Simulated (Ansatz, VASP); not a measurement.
Zr: VASP beside Ansatz

The input INCAR:

```
  ALGO = Normal
  EDIFF = 1E-6
  ENCUT = 520
  GGA = PE
  ISIF = 2
  ISMEAR = 0
  LASPH = T
  LCHARG = F
  LREAL = F
  LWAVE = F
  NBANDS = 12
  NELM = 80
  PREC = Accurate
  SIGMA = 0.05
```

Contents of KPOINTS:

```
k-points
0
Gamma
  16 16 16
```

POSCAR

```
Zr
1.0
    0.0000000000      2.2550000000      2.2550000000
    2.2550000000      0.0000000000      2.2550000000
    2.2550000000      2.2550000000      0.0000000000
Zr
1
Direct
    0.0000000000      0.0000000000      0.0000000000
```

Input for Ansatz:

```yaml
crystal:
  lattice:
    - [0.0, 2.255, 2.255]
    - [2.255, 0.0, 2.255]
    - [2.255, 2.255, 0.0]
  atoms:
    - { symbol: Zr, position: [0.0, 0.0, 0.0] }
kpoints:
  mp_grid: { grid: [16, 16, 16] }
scf:
  occupations: { method: gaussian, width: 0.05 }
hamiltonian:
  xc: pbe
  pseudopotentials: { kind: all_electron, lapw: { basis_error: 0.001 } }
output:
  forces: true
  stress: true
  eigenvalues: true
```

Alike in both runs: task single point; functional PBE; k mesh 16 × 16 × 16; occupations gaussian, width 0.05 eV; no spin polarisation.

```csv
,VASP,Ansatz
version,VASP 6.6.1,Ansatz 0.2.0
potentials or method,"VASP PAW PBE potentials, release 64 (Zr_sv), cutoff 520 eV","all-electron LAPW, scalar-relativistic"
```

|  | VASP | Ansatz | Ansatz less VASP |
| --- | --- | --- | --- |
| pressure (GPa) | 1.0 | 1.0 | 0.00 |

Ansatz ran all-electron here, and VASP with PAW potentials.
